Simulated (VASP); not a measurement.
# Al32H (a cell with a defect) in VASP: a series of runs

Runs on Al32H (a cell with a defect). Level: PBE. Tasks: single point.

Program: VASP 6.6.1. These are calculated values, not measurements. Logs are shortened: lines on timing, memory, paths and dates and some standing lists are left out, and cuts for length are marked.

## Step 1: The cell of the first run

The cell holds a defect, 33 atoms: a = 8.100 Å, b = 8.100 Å, c = 8.100 Å, α = 90.00°, β = 90.00°, γ = 90.00°.

## Step 2: Single point, PBE

INCAR reads:

```
SYSTEM = Al32H
  PREC = Accurate
  ENCUT = 520
  EDIFF = 1E-6
  ISMEAR = 0
  SIGMA = 0.05
  LREAL = Auto
  LASPH = .TRUE.
  NELM = 60
  ALGO = Normal
  ISIF = 2
  LWAVE = .FALSE.
  LCHARG = .FALSE.
  GGA = PE
  NBANDS = 70
```

KPOINTS reads:

```
Automatic mesh
0
G
  2 2 2
  0 0 0
```

POSCAR reads:

```
Al32H
1.0
    8.1000000000      0.0000000000      0.0000000000
    0.0000000000      8.1000000000      0.0000000000
    0.0000000000      0.0000000000      8.1000000000
Al H
32 1
Direct
    0.5009305569     -0.0038557579      0.0026690551
    0.7520827486      0.2525656487      0.0009153172
    0.7521181027      0.0000492294      0.2477456069
   -0.0005202353      0.0013552158      0.0005614183
    0.2603349732      0.2431842880      0.0107688069
    0.4977332110      0.4970489307      0.0008988847
    0.7488890130      0.7534926024      0.0026690196
    0.2524359505     -0.0039771035      0.2508506917
    0.5018446506      0.2517626292      0.2517218736
    0.7479684082      0.4978391723      0.2517343370
    0.4977165349      0.0000492703      0.5022008812
    0.7479890658      0.2517638993      0.4982258139
    0.7489026848     -0.0038503931      0.7472754191
   -0.0105350440      0.5064270717      0.0107803968
    0.2503362540      0.7482607205      0.0005430373
   -0.0010166378      0.2525099933      0.2477972370
    0.2508320191      0.4971083704      0.2477921442
    0.4977144764      0.7495924633      0.2477415679
   -0.0026094874     -0.0039691351      0.4990991305
    0.2508462622      0.2525079349      0.5021396030
    0.5018582194      0.4978396327      0.4982038700
    0.7521146896      0.7495968817      0.5021978328
    0.2503521944      0.0013558528      0.7493855294
    0.4977340414      0.2525709866      0.7490318341
    0.7520824355      0.4970562483      0.7490353515
   -0.0026105984      0.7536108589      0.2508526365
   -0.0010097639      0.4971134117      0.5021397384
    0.2524341298      0.7536149650      0.4990832896
   -0.0104966628      0.2432073758      0.7391914515
    0.2603518695      0.5064326135      0.7391447777
    0.5009372209      0.7534919209      0.7472714875
   -0.0005102932      0.7482608704      0.7493930932
    0.1248992604      0.3747799414      0.8749607658
```

Potentials or basis: VASP PAW PBE potentials, release 64 (Al, H).

The run is started by

```bash
$ cat potpaw_PBE.64/Al/POTCAR potpaw_PBE.64/H/POTCAR > POTCAR
$ mpirun -np 1 vasp_std > vasp.out
```

OUTCAR:

```text
SYSTEM = Al32H
   PREC = Accurate
   ENCUT = 520
   EDIFF = 1E-6
   ISMEAR = 0
   LREAL = Auto
   LASPH = .TRUE.
   NELM = 60
   ISIF = 2
   GGA = PE

 ion  position               nearest neighbor table
   1  0.501  0.996  0.003-   5 2.79   7 2.81  18 2.82   3 2.84   8 2.84  31 2.85  15 2.86  13 2.88
                            23 2.89   9 2.89   2 2.91  24 2.92
   2  0.752  0.253  0.001-  14 2.82  16 2.83  10 2.84  25 2.84   4 2.86   6 2.86   3 2.86  29 2.86
                             9 2.87  24 2.90   1 2.91  13 2.92
   3  0.752  0.000  0.248-   7 2.82  26 2.82   4 2.83   1 2.84  19 2.84  16 2.86   2 2.86   9 2.88
                            12 2.88  18 2.89  22 2.89  11 2.91
   4  0.999  0.001  0.001-   3 2.83  26 2.85  16 2.85   7 2.86   2 2.86  23 2.88   5 2.88   8 2.88
                            29 2.89  13 2.89  15 2.89  32 2.89
   5  0.260  0.243  0.011-  33 1.88   9 2.76   8 2.79   1 2.79  17 2.81   6 2.82  16 2.86  24 2.86
                             4 2.88  23 2.89  14 3.06  30 3.06  29 3.11
   6  0.498  0.497  0.001-   5 2.82  17 2.83   9 2.84  24 2.84  15 2.86   2 2.86  18 2.86  30 2.86
                            10 2.87  25 2.90   7 2.91  31 2.92
   7  0.749  0.753  0.003-  14 2.79   1 2.81   3 2.82  18 2.84  26 2.84  13 2.85   4 2.86  31 2.88
                            32 2.89  10 2.89   6 2.91  25 2.92
   8  0.252  0.996  0.251-   5 2.79  28 2.81  18 2.82   1 2.84  11 2.84  26 2.85  15 2.85   4 2.88
                            19 2.88   9 2.89  20 2.91  16 2.92
   9  0.502  0.252  0.252-   5 2.76  10 2.82  21 2.82  12 2.82   6 2.84  17 2.84   2 2.87  20 2.87
[... 32 lines left out ...]
                            21 2.87   6 2.90  31 2.91   7 2.92
  26  0.997  0.754  0.251-  14 2.79  19 2.81   3 2.82   7 2.84  22 2.84   8 2.85   4 2.85  15 2.88
                            28 2.88  10 2.89  27 2.91  17 2.92
  27  0.999  0.497  0.502-  29 2.81  25 2.83  12 2.84  20 2.84  32 2.85  16 2.86  30 2.86  22 2.86
                            10 2.87  17 2.90  26 2.91  28 2.92
  28  0.252  0.754  0.499-  30 2.79   8 2.81  11 2.82  31 2.84  18 2.84  19 2.85  23 2.85  32 2.88
                            26 2.88  21 2.89  17 2.91  27 2.92
  29  0.990  0.243  0.739-  33 1.88  12 2.76  19 2.79  13 2.79  27 2.81  25 2.82  20 2.86   2 2.86
                            23 2.88   4 2.89  30 3.06  14 3.06   5 3.11
  30  0.260  0.506  0.739-  33 1.88  21 2.76  28 2.79  31 2.79  20 2.81  24 2.82  27 2.86   6 2.86
                            32 2.88  15 2.89  29 3.06   5 3.06  14 3.11
  31  0.501  0.753  0.747-  30 2.79  13 2.81  11 2.82  22 2.84  28 2.84   1 2.85  23 2.85   7 2.88
                            15 2.89  21 2.89  25 2.91   6 2.92
  32  0.999  0.748  0.749-  22 2.83  19 2.85  27 2.85  13 2.86  25 2.86  15 2.88  30 2.88  28 2.88
                            14 2.89   7 2.89  23 2.89   4 2.89
  33  0.125  0.375  0.875-  29 1.88   5 1.88  14 1.88  30 1.88

  LATTYP: Found a simple cubic cell.
 ALAT       =     8.1000000000

  Lattice vectors:

 A1 = (   8.1000000000,   0.0000000000,   0.0000000000)
 A2 = (   0.0000000000,   8.1000000000,   0.0000000000)
 A3 = (   0.0000000000,   0.0000000000,   8.1000000000)

Analysis of symmetry for initial positions (statically):
=====================================================================
 Subroutine PRICEL returns:
 Original cell was already a primitive cell.

 Routine SETGRP: Setting up the symmetry group for a
 simple cubic supercell.

 Subroutine GETGRP returns: Found  1 space group operations
 (whereof  1 operations were pure point group operations)
 out of a pool of 48 trial point group operations.

The static configuration has the point symmetry C_1 .

Analysis of symmetry for dynamics (positions and initial velocities):
=====================================================================
 Subroutine PRICEL returns:
 Original cell was already a primitive cell.

 Routine SETGRP: Setting up the symmetry group for a
 simple cubic supercell.

 Subroutine GETGRP returns: Found  1 space group operations
 (whereof  1 operations were pure point group operations)
 out of a pool of 48 trial point group operations.

The dynamic configuration has the point symmetry C_1 .

 Subroutine INISYM returns: Found  1 space group operations
 (whereof  1 operations are pure point group operations),
 and found     1 'primitive' translations

----------------------------------------------------------------------------------------

                                     Primitive cell

  volume of cell :     531.4410

  direct lattice vectors                    reciprocal lattice vectors
[... 83 lines left out ...]
 Grid dimensions read from file:
 generate k-points for:    2    2    2

 Generating k-lattice:

  Cartesian coordinates                     Fractional coordinates (reciprocal lattice)
     0.061728395  0.000000000  0.000000000     0.500000000  0.000000000  0.000000000
     0.000000000  0.061728395  0.000000000     0.000000000  0.500000000  0.000000000
     0.000000000  0.000000000  0.061728395     0.000000000  0.000000000  0.500000000

  Length of vectors
     0.061728395  0.061728395  0.061728395

  Shift w.r.t. Gamma in fractional coordinates (k-lattice)
     0.000000000  0.000000000  0.000000000

 Subroutine IBZKPT returns following result:
 ===========================================

 Found      8 irreducible k-points:

 Following reciprocal coordinates:
            Coordinates               Weight
  0.000000  0.000000  0.000000      1.000000
  0.500000  0.000000  0.000000      1.000000
  0.000000  0.500000  0.000000      1.000000
  0.000000  0.000000  0.500000      1.000000
  0.500000  0.500000  0.000000      1.000000
  0.000000  0.500000  0.500000      1.000000
  0.500000  0.000000  0.500000      1.000000
  0.500000  0.500000  0.500000      1.000000
   k-points           NKPTS =      8   k-points in BZ     NKDIM =      8   number of bands    NBANDS=     70
   number of dos      NEDOS =    301   number of ions     NIONS =     33
   total plane-waves  NPLWV = 216000
   dimension x,y,z NGX =    60 NGY =   60 NGZ =   60
   dimension x,y,z NGXF=   120 NGYF=  120 NGZF=  120
   ions per type =              32   1
   NGX,Y,Z   is equivalent  to a cutoff of  12.31, 12.31, 12.31 a.u.
   NGXF,Y,Z  is equivalent  to a cutoff of  24.63, 24.63, 24.63 a.u.
 SYSTEM =  Al32H
   PREC   = accura    normal or accurate (medium, high low for compatibility)
   ISTART =      0    job   : 0-new  1-cont  2-samecut
   ICHARG =      2    charge: 1-file 2-atom 10-const
   ISPIN  =      1    spin polarized calculation?
   LNONCOLLINEAR =      F non collinear calculations
   LSORBIT =      F    spin-orbit coupling
   LASPH  =      T    aspherical Exc in radial PAW
   ENCUT  =  520.0 eV  38.22 Ry    6.18 a.u.  15.06 15.06 15.06*2*pi/ulx,y,z
   NELM   =     60;   NELMIN=  2; NELMDL= -5     # of ELM steps
   EDIFF  = 0.1E-05   stopping-criterion for ELM
   LREAL  =      T    real-space projection
   EDIFFG = 0.1E-04   stopping-criterion for IOM
   NSW    =      0    number of steps for IOM
   IBRION =     -1    ionic relax: 0-MD 1-quasi-New 2-CG
   NFREE  =      0    steps in history (QN), initial steepest desc. (CG)
   ISIF   =      2    stress and relaxation
   ISYM   =      2    0-nonsym 1-usesym 2-fastsym
   POTIM  = 0.5000    time-step for ionic-motion
   TEBEG  =    0.0;   TEEND  =   0.0 temperature during run
   PSTRESS=    0.0 pullay stress
   NELECT =      97.0000    total number of electrons
   NUPDOWN=      -1.0000    fix difference up-down
   EMIN   =  10.00;   EMAX   =-10.00  energy-range for DOS
   EFERMI =   0.00;   METHOD = LEGACY
   ISMEAR =     0;   SIGMA  =   0.05  broadening in eV -4-tet -1-fermi 0-gaus
   EFERMI_NEDOS =   21; number of points for ismear=-14 and -15
   IALGO  =     38    algorithm
   IMIX   =      4    mixing-type and parameters
     AMIX     =   0.40;   BMIX     =  1.00
     AMIX_MAG =   1.60;   BMIX_MAG =  1.00
  volume/ion in A,a.u.               =      16.10       108.68
  Fermi-wavevector in a.u.,A,eV,Ry     =   0.928639  1.754874 11.733269  0.862371
  Thomas-Fermi vector in A             =   2.054837
   LORBIT       =      0    0 simple, 1 ext, 2 COOP (PROOUT), +10 PAW based schemes
   GGA     = PE    functional components
   LHFCALC =     F    Hartree Fock is set to
   AEXX    =    0.0000 exact exchange contribution
   IVDW    =     0    specifies the selected vdW correction
   LEPSILON=     F    determine dielectric tensor
   LRPA    =     F    only Hartree local field effects (RPA)
 non-spin polarized calculation
 Gauss-broadening in eV      SIGMA  =   0.05
  energy-cutoff  :      520.00
  volume of cell :      531.44
 maximum number of plane-waves:     14400
   NGX = 31   NGY = 31   NGZ = 31

 number of electron      96.9999998 magnetization

 Free energy of the ion-electron system (eV)
  ---------------------------------------------------
  ext. energy  EPLUGINS =         0.00000000
  ---------------------------------------------------
  free energy    TOTEN  =      -122.50245059 eV

  energy without entropy =     -122.47269295  energy(sigma->0) =     -122.48757177

 E-fermi :   7.5802     XC(G=0): -10.1925

 val. band max:        7.5686542604   @ k =   0.0000   0.5000   0.0000
 cond. band min:       7.6585120295   @ k =   0.0000   0.0000   0.5000
 fundamental gap:      0.0898577691
 Fermi energy:         7.5802165524

 k-point     1 :       0.0000    0.0000    0.0000
  band No.  band energies     occupation
      1      -3.2681      2.00000
      2      -1.5761      2.00000
      3      -0.9733      2.00000
      4      -0.9688      2.00000
      5      -0.9392      2.00000
      6      -0.8798      2.00000
[... 493 lines left out ...]
     59      11.2356      0.00000
     60      11.2574      0.00000
 [bands above 60 left out]

------------------------ aborting loop because EDIFF is reached ----------------------------------------

  FORCE on cell =-STRESS in cart. coord.  units (eV):
  Direction    XX          YY          ZZ          XY          YZ          ZX
  --------------------------------------------------------------------------------------
  -------------------------------------------------------------------------------------
  Total        2.5303240      3.8071691      2.4306684      0.0004205     -0.0000539     -0.0001475
  in kB        7.6283685     11.4777747      7.3279287      0.0012676     -0.0001624     -0.0004446
  external PRESSURE =       8.8113573 kB  Pullay stress =       0.0000000 kB

 VOLUME and BASIS-vectors are now :
 -----------------------------------------------------------------------------
  energy-cutoff  :      520.00
  volume of cell :      531.44
      direct lattice vectors                 reciprocal lattice vectors
     8.100000000  0.000000000  0.000000000     0.123456790  0.000000000  0.000000000
     0.000000000  8.100000000  0.000000000     0.000000000  0.123456790  0.000000000
     0.000000000  0.000000000  8.100000000     0.000000000  0.000000000  0.123456790

 POSITION                                       TOTAL-FORCE (eV/Angst)
 -----------------------------------------------------------------------------------
      4.05754      8.06877      0.02162         0.008438     -0.002325     -0.010198
      6.09187      2.04578      0.00741         0.002429     -0.001308     -0.006420
      6.09216      0.00040      2.00674        -0.004992     -0.000941      0.006004
      8.09579      0.01098      0.00455         0.000722      0.006613     -0.004288
      2.10871      1.96979      0.08723         0.001589      0.001070     -0.004349
      4.03164      4.02610      0.00728        -0.003111      0.001154     -0.007690
[... 25 lines left out ...]
      8.09587      6.06091      6.07008        -0.000316     -0.005401      0.004668
      1.01168      3.03572      7.08718         0.000337      0.000464      0.000381
 -----------------------------------------------------------------------------------
    total drift:                                0.001123      0.005684     -0.001447

  FREE ENERGIE OF THE ION-ELECTRON SYSTEM (eV)
  ---------------------------------------------------
  free  energy   TOTEN  =      -122.5024505901 eV

  energy  without entropy=     -122.4726929480  energy(sigma->0) =     -122.48757177
```

Run time: 3.9 min. Hardware: 1 thread of AMD EPYC 9R45 (Zen 5), shared host; peak memory 0.52 GiB.

What came out:

* Free energy: -122.5025 eV
* Pressure: 0.9 GPa
* Largest force: 0.015 eV/Å
* Band gap on the k mesh: zero (an odd number of electrons rules out a gap without spin polarisation)

Forces on the atoms (eV/Å):
```
Al   0.008 -0.002 -0.010
Al   0.002 -0.001 -0.006
Al  -0.005 -0.001  0.006
Al   0.001  0.007 -0.004
Al   0.002  0.001 -0.004
Al  -0.003  0.001 -0.008
Al  -0.008  0.003 -0.010
Al  -0.007 -0.001  0.012
Al   0.009 -0.001  0.013
Al  -0.008  0.002  0.010
Al   0.004 -0.001 -0.006
Al  -0.009 -0.002 -0.012
Al  -0.008 -0.002  0.010
Al  -0.001 -0.001 -0.005
Al   0.000 -0.006 -0.004
Al   0.005 -0.001  0.001
Al  -0.006  0.000  0.001
Al   0.004  0.000  0.005
Al   0.008  0.000 -0.012
Al  -0.005 -0.001 -0.001
Al   0.007  0.002 -0.011
Al  -0.005  0.000 -0.006
Al  -0.001  0.006  0.004
Al  -0.003 -0.002  0.006
Al   0.004  0.001  0.007
Al   0.008  0.001  0.012
Al   0.006  0.000  0.000
Al  -0.007  0.001 -0.012
Al  -0.003  0.001  0.003
Al   0.001 -0.002  0.005
Al   0.008  0.003  0.010
Al   0.000 -0.005  0.005
H    0.000  0.000  0.000
```

Caveat: the k points lie up to 0.39 Å⁻¹ apart, too coarse for converged energies and pressures of a metal.

(Part 1 of 2 ends here.)

The gap in the log of VASP goes by the Fermi energy; the results here count the filled bands.